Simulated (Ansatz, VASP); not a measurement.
**Ag3BrCl2 in VASP and in Ansatz**

The input INCAR:

```
SYSTEM = Ag3BrCl2
PREC = Accurate
ENCUT = 520
EDIFF = 1E-7
ISMEAR = 0
SIGMA = 0.1
LREAL = .FALSE.
LASPH = .TRUE.
NELM = 100
ALGO = Normal
ISIF = 2
LWAVE = .FALSE.
LCHARG = .FALSE.
GGA = PE
NBANDS = 36
```

The input KPOINTS:

```
regular mesh
0
G
  6 6 10
  0 0 0
```

POSCAR

```
Ag3BrCl2
1.0
    6.5089557221      0.0000000000      0.0000000000
   -3.2544778610      5.6369210074      0.0000000000
    0.0000000000      0.0000000000      3.9215156321
Ag Br Cl
3 1 2
Direct
    0.5000000000      0.0000000000      0.5000000000
    0.5000000000      0.5000000000      0.5000000000
    0.0000000000      0.5000000000      0.5000000000
    0.0000000000      0.0000000000      0.0000000000
    0.3333333333      0.6666666667      0.0000000000
    0.6666666667      0.3333333333      0.0000000000
```

Input for Ansatz:

```yaml
crystal:
  lattice:
    - [6.5089557221, 0.0, 0.0]
    - [-3.254477861, 5.6369210074, 0.0]
    - [0.0, 0.0, 3.9215156321]
  atoms:
    - { symbol: Ag, position: [0.5, 0.0, 0.5] }
    - { symbol: Ag, position: [0.5, 0.5, 0.5] }
    - { symbol: Ag, position: [0.0, 0.5, 0.5] }
    - { symbol: Br, position: [0.0, 0.0, 0.0] }
    - { symbol: Cl, position: [0.3333333333, 0.6666666667, 0.0] }
    - { symbol: Cl, position: [0.6666666667, 0.3333333333, 0.0] }
basis:
  ecutwfc: 420
kpoints:
  mp_grid: { grid: [6, 6, 10] }
  band_path:
    path:
      - [[0.0, 0.0, 0.0], [0.5, 0.0, 0.0], [0.33333333, 0.33333333, 0.0], [0.0, 0.0, 0.0], [0.0, 0.0, 0.5], [0.5, 0.0, 0.5], [0.33333333, 0.33333333, 0.5], [0.0, 0.0, 0.5]]
      - [[0.5, 0.0, 0.5], [0.5, 0.0, 0.0]]
      - [[0.33333333, 0.33333333, 0.5], [0.33333333, 0.33333333, 0.0]]
    npoints: 14
hamiltonian:
  xc: pbe
scf:
  occupations: { method: gaussian, width: 0.1 }
  n_extra_bands: 15
output:
  forces: true
  stress: true
  eigenvalues: true
  populations: true
  dos: { projected: true, de: 0.02, nscf_kmesh: { grid: [8, 8, 12] } }
  bader: true
  write_density: true
  write_potential: true
  elf: true
  volumetric_format: npy
```

Alike in both runs: task single point; functional PBE; k mesh 6 × 6 × 10; occupations gaussian, width 0.1 eV; no spin polarisation.

```csv
,VASP,Ansatz
version,VASP 6.6.1,Ansatz 0.2.0
potentials or method,"VASP PAW PBE potentials, release 64 (Ag, Br, Cl), cutoff 520 eV","scalar-relativistic, plane waves, PAW"
valence electrons in the cell,54,78
```

```csv
,VASP,Ansatz,Ansatz less VASP
gap on the k mesh at the Fermi level (eV),none,none,-
pressure (GPa),-0.1,0.0,+0.11
```

A gap of «none» marks a metal or a gap that the smearing closes. With one functional, cell and mesh, what is left measures potentials, basis and numerics. VASP's potentials hold 54 valence electrons a cell and Ansatz's 78, so a difference there can come from the potentials and not from the codes.
